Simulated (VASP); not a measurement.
# BaTiO3 (Pm-3m) in VASP: settings compared

Aim: see how the results for BaTiO3 move with the level of theory and the settings. Levels: LDA, LDA+U. Tasks: single point.

Program: VASP 6.6.1. These are calculated values, not measurements. Logs are shortened: lines on timing, memory, paths and dates and some standing lists are left out, and cuts for length are marked.

**1. The cell of the first run**

The structure is cubic, space group Pm-3m (No. 221). Conventional cell: a = 4.006 Å, b = 4.006 Å, c = 4.006 Å, α = 90.00°, β = 90.00°, γ = 90.00°. Ba (site symmetry m-3m) has 12 O at 2.83 Å and 8 Ti at 3.47 Å within 3.7 Å. Ti (site symmetry m-3m) has 6 O at 2.00 Å within 2.7 Å. O (site symmetry 4/mmm) has 2 Ti at 2.00 Å within 2.7 Å.

**2. Single point, LDA**

INCAR

```
PREC = Accurate
ENCUT = 520
EDIFF = 1E-6
ISMEAR = 0
SIGMA = 0.01
LREAL = False
LASPH = True
NELM = 80
ALGO = Normal
ISIF = 2
LWAVE = False
LCHARG = True
GGA = CA
LELF = True
LVHAR = True
NBANDS = 28
```

KPOINTS

```
Automatic mesh
0
Gamma
  4 4 4
```

POSCAR

```
BaTiO3
1.0
    4.0060000000      0.0000000000      0.0000000000
    0.0000000000      4.0060000000      0.0000000000
    0.0000000000      0.0000000000      4.0060000000
Ba Ti O
1 1 3
Direct
    0.5000000000      0.5000000000      0.5000000000
    0.0000000000      0.0000000000      0.0000000000
    0.5000000000      0.0000000000      0.0000000000
    0.0000000000      0.5000000000      0.0000000000
    0.0000000000      0.0000000000      0.5000000000
```

Potentials or basis: VASP PAW LDA potentials, release 64 (Ba_sv, Ti_sv, O).

Command:

```sh
> cat potpaw_LDA.64/Ba_sv/POTCAR potpaw_LDA.64/Ti_sv/POTCAR potpaw_LDA.64/O/POTCAR > POTCAR
> mpirun -np 1 vasp_std > vasp.out
```

OUTCAR:

```text
PREC = Accurate
   ENCUT = 520
   EDIFF = 1E-6
   ISMEAR = 0
   LREAL = False
   LASPH = True
   NELM = 80
   ISIF = 2
   GGA = CA

 ion  position               nearest neighbor table
   1  0.500  0.500  0.500-   3 2.83   4 2.83   5 2.83   3 2.83   4 2.83   3 2.83   5 2.83   3 2.83
                             4 2.83   5 2.83   4 2.83   5 2.83   2 3.47   2 3.47   2 3.47   2 3.47
   2  0.000  0.000  0.000-   3 2.00   4 2.00   5 2.00   5 2.00   4 2.00   3 2.00   1 3.47   1 3.47
                             1 3.47   1 3.47   1 3.47   1 3.47   1 3.47   1 3.47
   3  0.500  0.000  0.000-   2 2.00   2 2.00   1 2.83   1 2.83   1 2.83   1 2.83
   4  0.000  0.500  0.000-   2 2.00   2 2.00   1 2.83   1 2.83   1 2.83   1 2.83
   5  0.000  0.000  0.500-   2 2.00   2 2.00   1 2.83   1 2.83   1 2.83   1 2.83

  LATTYP: Found a simple cubic cell.
 ALAT       =     4.0060000000

  Lattice vectors:

 A1 = (   4.0060000000,   0.0000000000,   0.0000000000)
 A2 = (   0.0000000000,   4.0060000000,   0.0000000000)
 A3 = (   0.0000000000,   0.0000000000,   4.0060000000)

Analysis of symmetry for initial positions (statically):
=====================================================================
 Subroutine PRICEL returns:
 Original cell was already a primitive cell.

 Routine SETGRP: Setting up the symmetry group for a
 simple cubic supercell.

 Subroutine GETGRP returns: Found 48 space group operations
 (whereof 48 operations were pure point group operations)
 out of a pool of 48 trial point group operations.

The static configuration has the point symmetry O_h .

Analysis of symmetry for dynamics (positions and initial velocities):
=====================================================================
 Subroutine PRICEL returns:
 Original cell was already a primitive cell.

 Routine SETGRP: Setting up the symmetry group for a
 simple cubic supercell.

 Subroutine GETGRP returns: Found 48 space group operations
 (whereof 48 operations were pure point group operations)
 out of a pool of 48 trial point group operations.

The dynamic configuration has the point symmetry O_h .

 Subroutine INISYM returns: Found 48 space group operations
 (whereof 48 operations are pure point group operations),
 and found     1 'primitive' translations

----------------------------------------------------------------------------------------

                                     Primitive cell

  volume of cell :      64.2884

  direct lattice vectors                    reciprocal lattice vectors
     4.006000000  0.000000000  0.000000000     0.249625562  0.000000000  0.000000000
[... 82 lines left out ...]
   NFREE  =      0    steps in history (QN), initial steepest desc. (CG)
   ISIF   =      2    stress and relaxation
   ISYM   =      2    0-nonsym 1-usesym 2-fastsym
   POTIM  = 0.5000    time-step for ionic-motion
   TEBEG  =    0.0;   TEEND  =   0.0 temperature during run
   PSTRESS=    0.0 pullay stress
   NELECT =      40.0000    total number of electrons
   NUPDOWN=      -1.0000    fix difference up-down
   EMIN   =  10.00;   EMAX   =-10.00  energy-range for DOS
   EFERMI =   0.00;   METHOD = LEGACY
   ISMEAR =     0;   SIGMA  =   0.01  broadening in eV -4-tet -1-fermi 0-gaus
   EFERMI_NEDOS =   21; number of points for ismear=-14 and -15
   IALGO  =     38    algorithm
   IMIX   =      4    mixing-type and parameters
     AMIX     =   0.40;   BMIX     =  1.00
     AMIX_MAG =   1.60;   BMIX_MAG =  1.00
  volume/ion in A,a.u.               =      12.86        86.77
  Fermi-wavevector in a.u.,A,eV,Ry     =   1.397603  2.641087 26.576187  1.953295
  Thomas-Fermi vector in A             =   2.520843
   LORBIT       =      0    0 simple, 1 ext, 2 COOP (PROOUT), +10 PAW based schemes
   GGA     = CA    functional components
   LHFCALC =     F    Hartree Fock is set to
   AEXX    =    0.0000 exact exchange contribution
   IVDW    =     0    specifies the selected vdW correction
   LEPSILON=     F    determine dielectric tensor
   LRPA    =     F    only Hartree local field effects (RPA)
 non-spin polarized calculation
 Gauss-broadening in eV      SIGMA  =   0.01
  energy-cutoff  :      520.00
  volume of cell :       64.29
 maximum number of plane-waves:      1750
 NGX is ok and might be reduce to    30
   NGX = 15   NGY = 15   NGZ = 15

 number of electron      39.9999976 magnetization

 Free energy of the ion-electron system (eV)
  ---------------------------------------------------
  ext. energy  EPLUGINS =         0.00000000
  ---------------------------------------------------
  free energy    TOTEN  =       -44.08057388 eV

  energy without entropy =      -44.08057388  energy(sigma->0) =      -44.08057388

 E-fermi :   3.6722     XC(G=0): -11.7242

 val. band max:        3.5073640623   @ k =   0.5000   0.5000   0.5000
 cond. band min:       5.1405974614   @ k =   0.0000   0.0000   0.0000
 fundamental gap:      1.6332333991
 Fermi energy:         3.6722257678

 k-point     1 :       0.0000    0.0000    0.0000
  band No.  band energies     occupation
      1     -52.4149      2.00000
      2     -29.0266      2.00000
      3     -29.0266      2.00000
      4     -29.0266      2.00000
      5     -21.1581      2.00000
      6     -13.0684      2.00000
[... 299 lines left out ...]
     27      11.1620      0.00000
     28      11.1620      0.00000

------------------------ aborting loop because EDIFF is reached ----------------------------------------

  FORCE on cell =-STRESS in cart. coord.  units (eV):
  Direction    XX          YY          ZZ          XY          YZ          ZX
  --------------------------------------------------------------------------------------
  -------------------------------------------------------------------------------------
  Total       -2.9020274     -2.9020274     -2.9020274      0.0000000     -0.0000000     -0.0000000
  in kB      -72.3234693    -72.3234693    -72.3234693      0.0000000     -0.0000000     -0.0000000
  external PRESSURE =     -72.3234693 kB  Pullay stress =       0.0000000 kB

 VOLUME and BASIS-vectors are now :
 -----------------------------------------------------------------------------
  energy-cutoff  :      520.00
  volume of cell :       64.29
      direct lattice vectors                 reciprocal lattice vectors
     4.006000000  0.000000000  0.000000000     0.249625562  0.000000000  0.000000000
     0.000000000  4.006000000  0.000000000     0.000000000  0.249625562  0.000000000
     0.000000000  0.000000000  4.006000000     0.000000000  0.000000000  0.249625562

 POSITION                                       TOTAL-FORCE (eV/Angst)
 -----------------------------------------------------------------------------------
      2.00300      2.00300      2.00300         0.000000      0.000000      0.000000
      0.00000      0.00000      0.00000         0.000000      0.000000      0.000000
      2.00300      0.00000      0.00000         0.000000      0.000000      0.000000
      0.00000      2.00300      0.00000         0.000000      0.000000      0.000000
      0.00000      0.00000      2.00300         0.000000      0.000000      0.000000
 -----------------------------------------------------------------------------------
    total drift:                                0.000000     -0.000000      0.000000

  FREE ENERGIE OF THE ION-ELECTRON SYSTEM (eV)
  ---------------------------------------------------
  free  energy   TOTEN  =       -44.0805738832 eV

  energy  without entropy=      -44.0805738832  energy(sigma->0) =      -44.08057388
```

OSZICAR:

```text
N       E                     dE             d eps       ncg     rms          rms(c)
DAV:   1     0.404476497672E+03    0.40448E+03   -0.20308E+04   560   0.151E+03
DAV:   2    -0.148476077821E+02   -0.41932E+03   -0.40148E+03   648   0.415E+02
DAV:   3    -0.528752576903E+02   -0.38028E+02   -0.37722E+02   672   0.128E+02
DAV:   4    -0.547880740235E+02   -0.19128E+01   -0.19098E+01   856   0.253E+01
DAV:   5    -0.548281545959E+02   -0.40081E-01   -0.40072E-01   708   0.340E+00    0.224E+01
DAV:   6    -0.445634810909E+02    0.10265E+02   -0.58920E+01   748   0.647E+01    0.102E+01
DAV:   7    -0.442787579246E+02    0.28472E+00   -0.96863E+00   704   0.223E+01    0.634E+00
DAV:   8    -0.440869589678E+02    0.19180E+00   -0.10867E+00   644   0.898E+00    0.256E+00
DAV:   9    -0.441082259476E+02   -0.21267E-01   -0.20362E-01   764   0.278E+00    0.144E+00
DAV:  10    -0.440815168708E+02    0.26709E-01   -0.14126E-01   596   0.394E+00    0.251E-01
DAV:  11    -0.440806265315E+02    0.89034E-03   -0.73215E-03   688   0.784E-01    0.858E-02
DAV:  12    -0.440807753501E+02   -0.14882E-03   -0.11367E-03   800   0.263E-01    0.124E-01
DAV:  13    -0.440805734743E+02    0.20188E-03   -0.72304E-04   740   0.257E-01    0.113E-02
DAV:  14    -0.440805759629E+02   -0.24886E-05   -0.41080E-05   684   0.607E-02    0.109E-02
DAV:  15    -0.440805743169E+02    0.16460E-05   -0.39789E-06   624   0.194E-02    0.566E-03
DAV:  16    -0.440805738832E+02    0.43366E-06   -0.16978E-06   460   0.118E-02
   1 F= -.44080574E+02 E0= -.44080574E+02  d E =-.241981-121
```

It took 12 s on 1 thread of Intel Xeon 6975P-C (Granite Rapids), shared host; peak memory 0.15 GiB.

Results:

| Item | Value |
| --- | --- |
| Free energy | -44.0806 eV |
| Pressure | -7.2 GPa |
| Band gap on the k mesh | 1.63 eV, indirect (least direct gap 1.78 eV) |

Caveat: spin-orbit coupling is left out, which moves the levels of the heavy elements.

**3. Single point, LDA+U**

INCAR

```
  ALGO = Normal
  EDIFF = 1E-6
  ENCUT = 520
  ISIF = 2
  ISMEAR = 0
  LASPH = True
  LCHARG = False
  LDAU = True
  LDAUJ = 0 0 0
  LDAUL = -1 2 -1
  LDAUPRINT = 1
  LDAUTYPE = 2
  LDAUU = 0 2 0
  LMAXMIX = 4
  LREAL = False
  LWAVE = False
  NBANDS = 28
  NELM = 150
  PREC = Accurate
  SIGMA = 0.01
```

KPOINTS

```
k-points
0
Gamma
  4 4 4
```

POSCAR is that of step 2.

Potentials or basis: VASP PAW LDA potentials, release 64 (Ba_sv, Ti_sv, O).

Command:

```sh
> cat potpaw_LDA.64/Ba_sv/POTCAR potpaw_LDA.64/Ti_sv/POTCAR potpaw_LDA.64/O/POTCAR > POTCAR
> mpirun -np 1 vasp_std > vasp.out
```

Wall time 15 s (1 thread of Intel Xeon 6975P-C (Granite Rapids), shared host); peak memory 0.15 GiB.

Results (log left out):

```yaml
Free_energy: -42.7014 eV
Pressure: -5.6 GPa
Band_gap_on_the_k_mesh: 1.85 eV, indirect (least direct gap 2.02 eV)
```

Levels at points of the mesh, in eV from the valence-band top:
```csv
k point,band 16,band 17,band 18,band 19,band 20,band 21,band 22,band 23,band 24,band 25
"(0.00, 0.00, 0.00)",-1.12,-1.12,-0.17,-0.17,-0.17,1.85,1.85,1.85,3.92,3.92
"(0.50, 0.00, 0.00)",-1.98,-1.82,-1.82,-0.76,-0.76,2.03,3.62,3.62,3.93,5.89
"(0.50, 0.50, 0.00)",-2.71,-1.82,-0.88,-0.88,-0.09,3.64,3.64,4.05,4.75,7.64
"(0.50, 0.50, 0.50)",-2.37,-2.37,0.00,0.00,0.00,4.31,4.31,4.31,6.60,6.60
```

Eigenvalues of the final occupation matrices:
```csv
site,spin,trace,eigenvalues
site 2 d,1,0.83,0.12 0.12 0.12 0.24 0.24
site 2 d,2,0.83,0.12 0.12 0.12 0.24 0.24
```

Caveat: spin-orbit coupling is left out, which moves the levels of the heavy elements. A k mesh can miss the band edges.

**4. Single point, LDA+U**

INCAR

```
ALGO     = Normal         # electronic algorithm
EDIFF    = 1E-6           # SCF threshold, eV
ENCUT    = 520            # plane-wave cutoff, eV
ISIF     = 2              # what is computed and relaxed
ISMEAR   = 0              # smearing method
LASPH    = True           # aspherical terms in the spheres
LCHARG   = False          # write CHGCAR
LDAU     = True           # DFT+U
LDAUJ    = 0 0 0        
LDAUL    = -1 2 -1        # shell
LDAUPRINT= 1            
LDAUTYPE = 2            
LDAUU    = 0 4 0          # U, eV
LMAXMIX  = 4              # l up to which the mixer works
LREAL    = False          # projectors in reciprocal space
LWAVE    = False          # write WAVECAR
NBANDS   = 28             # bands
NELM     = 150            # most SCF steps
PREC     = Accurate       # precision mode
SIGMA    = 0.01           # smearing width, eV
```

KPOINTS is that of step 3.

POSCAR is that of step 3.

Command:

```sh
> cat potpaw_LDA.64/Ba_sv/POTCAR potpaw_LDA.64/Ti_sv/POTCAR potpaw_LDA.64/O/POTCAR > POTCAR
> mpirun -np 1 vasp_std > vasp.out
```

Run time: 11 s. Hardware: 1 thread of Intel Xeon 6975P-C (Granite Rapids), shared host; peak memory 0.15 GiB.

It converged, with:

| Item | Value |
| --- | --- |
| Free energy | -41.3762 eV |
| Pressure | -4.1 GPa |
| Band gap on the k mesh | 2.09 eV, indirect (least direct gap 2.27 eV) |

Levels at points of the mesh, in eV from the valence-band top:
```
           k point  band 16  band 17  band 18  band 19  band 20  band 21  band 22  band 23  band 24  band 25
(0.00, 0.00, 0.00)    -1.12    -1.12    -0.19    -0.19    -0.19     2.09     2.09     2.09     3.94     3.94
(0.50, 0.00, 0.00)    -1.99    -1.78    -1.78    -0.79    -0.79     2.28     3.85     3.85     3.95     5.87
(0.50, 0.50, 0.00)    -2.68    -1.90    -0.89    -0.89    -0.09     3.86     3.86     4.28     4.75     7.63
(0.50, 0.50, 0.50)    -2.33    -2.33     0.00     0.00     0.00     4.54     4.54     4.54     6.57     6.57
```

Eigenvalues of the final occupation matrices:
| site | spin | trace | eigenvalues |
| --- | --- | --- | --- |
| site 2 d | 1 | 0.80 | 0.11 0.11 0.11 0.24 0.24 |
| site 2 d | 2 | 0.80 | 0.11 0.11 0.11 0.24 0.24 |

Caveat: spin-orbit coupling is left out, which moves the levels of the heavy elements. A k mesh can miss the band edges.

**5. Single point, LDA+U**

INCAR

```
PREC = Accurate ; ENCUT = 520
EDIFF = 1E-6 ; ISMEAR = 0
SIGMA = 0.01 ; LREAL = False
LASPH = True ; NELM = 150
ALGO = Normal ; ISIF = 2
LWAVE = False ; LCHARG = False
LMAXMIX = 4 ; LDAU = True
LDAUTYPE = 2 ; LDAUL = -1 2 -1
LDAUU = 0 6 0 ; LDAUJ = 0 0 0
LDAUPRINT = 1 ; NBANDS = 28
```

KPOINTS

```
regular mesh
0
Gamma
  4 4 4
```

POSCAR is that of step 4.

Command:

```sh
> cat potpaw_LDA.64/Ba_sv/POTCAR potpaw_LDA.64/Ti_sv/POTCAR potpaw_LDA.64/O/POTCAR > POTCAR
> mpirun -np 1 vasp_std > vasp.out
```

Run time: 11 s. Hardware: 1 thread of Intel Xeon 6975P-C (Granite Rapids), shared host; peak memory 0.15 GiB.

It converged, with:

```
Free energy            : -40.1059 eV
Pressure               : -2.4 GPa
Band gap on the k mesh : 2.35 eV, indirect (least direct gap 2.55 eV)
```

Levels at points of the mesh, in eV from the valence-band top:
```tsv
k point	band 16	band 17	band 18	band 19	band 20	band 21	band 22	band 23	band 24	band 25
(0.00, 0.00, 0.00)	-1.13	-1.13	-0.21	-0.21	-0.21	2.35	2.35	2.35	3.98	3.98
(0.50, 0.00, 0.00)	-2.00	-1.73	-1.73	-0.83	-0.83	2.56	3.99	4.10	4.10	5.87
(0.50, 0.50, 0.00)	-2.64	-1.98	-0.90	-0.90	-0.09	4.12	4.12	4.54	4.76	7.63
(0.50, 0.50, 0.50)	-2.28	-2.28	0.00	0.00	0.00	4.79	4.79	4.79	6.53	6.53
```

Eigenvalues of the final occupation matrices:
```csv
site,spin,trace,eigenvalues
site 2 d,1,0.76,0.10 0.10 0.10 0.23 0.23
site 2 d,2,0.76,0.10 0.10 0.10 0.23 0.23
```

Caveat: spin-orbit coupling is left out, which moves the levels of the heavy elements. A k mesh can miss the band edges.

**6. Summary**

| level | U | gap on the mesh (eV) | pressure (GPa) |
| --- | --- | --- | --- |
| LDA | - | 1.63 | -7.2 |
| LDA+U | Ti d U = 2.0 eV | 1.85 | -5.6 |
| LDA+U | Ti d U = 4.0 eV | 2.09 | -4.1 |
| LDA+U | Ti d U = 6.0 eV | 2.35 | -2.4 |

Alike in all rows: task single point; potentials or basis VASP PAW LDA potentials, release 64 (Ba_sv, Ti_sv, O); no spin polarisation; cell as given; k mesh 4 × 4 × 4; cutoff (eV) 520; smearing gaussian 0.01 eV.

On the cell as given the gap runs from 1.63 eV (LDA) to 2.35 eV (LDA+U). The pressure there spans -7.2 GPa (LDA) to -2.4 GPa (LDA+U); a positive pressure means that this level wants a larger cell, a negative one a smaller.

Caveats: spin-orbit coupling is left out, which moves the levels of the heavy elements.

Absolute energies hang on the potentials; compare differences alone.
